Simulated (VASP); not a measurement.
A run of VASP 6.6.1:

INCAR

```
SYSTEM = Bi
PREC = Accurate ; ENCUT = 520
EDIFF = 1E-6 ; ISMEAR = -1
SIGMA = 0.03 ; LREAL = .False.
LASPH = .True. ; NELM = 60
ALGO = Normal ; ISIF = 2
LWAVE = .False. ; LCHARG = .False.
GGA = PE ; NBANDS = 22
```

KPOINTS

```
Automatic mesh
0
Gamma
  9 9 3
  0 0 0
```

POSCAR

```
Bi
1.0
    4.6297803057      0.0000000000      0.0000000000
   -2.3148901529      4.0095073588      0.0000000000
    0.0000000000      0.0000000000     11.8290000000
Bi
2
Direct
    0.3333333333      0.6666666667      0.2500000000
    0.6666666667      0.3333333333      0.7500000000
```

Potentials or basis: VASP PAW PBE potentials, release 64 (Bi_d).

Run with:

```sh
$ cat potpaw_PBE.64/Bi_d/POTCAR > POTCAR
$ mpirun -np 1 vasp_std > vasp.out
```

Hardware: 1 thread of Intel(R) Xeon(R) Platinum 8488C (Sapphire Rapids), with other jobs on the host.

Problem. Estimate the wall time of this run.

Solution. It took 77 s on 1 thread of Intel(R) Xeon(R) Platinum 8488C (Sapphire Rapids), on a shared host, peak memory 0.36 GiB. Counts: scf iterations 12, k points 24.
